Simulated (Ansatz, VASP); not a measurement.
# Ge: VASP beside Ansatz

```
Ge
1.0
     0.00000    2.92371    5.18298
     2.66511    0.00000    5.18298
     2.66511    2.92371    0.00000
Ge
4
Direct
  0.72649 0.27351 0.72649
  0.27351 0.72649 0.27351
  0.21813 0.21813 0.78187
  0.78187 0.78187 0.21813
```

Change from the starting cell: volume scaled by 1.04.

Alike in both runs: task single point; functional PBEsol; k mesh 7 × 7 × 7; occupations fermi-dirac, width 0.05 eV; no spin polarisation.

|  | VASP | Ansatz |
| --- | --- | --- |
| version | VASP 6.6.1 | Ansatz 0.2.0 |
| potentials or method | VASP PAW PBE potentials, release 64 (Ge_d), cutoff 520 eV | all-electron LAPW, scalar-relativistic |

VASP gave:

```
gap on the k mesh at the Fermi level (eV)                     : none
pressure (GPa)                                                : -5.6
traceless stress, the component that is largest in VASP (GPa) : -0.63
rms of the force components (eV/Å)                            : 0.020
```

Estimate Ansatz's values.

gap on the k mesh at the Fermi level (eV): none; pressure (GPa): -5.7; traceless stress, the component that is largest in VASP (GPa): -0.62; rms of the force components (eV/Å): 0.020.

VASP's potentials were made for PBE, not for PBEsol. Atom by atom the forces differ by 0.001 eV/Å (rms over components). A gap of «none» marks a metal or a gap that the smearing closes. Ansatz ran all-electron here, and VASP with PAW potentials.
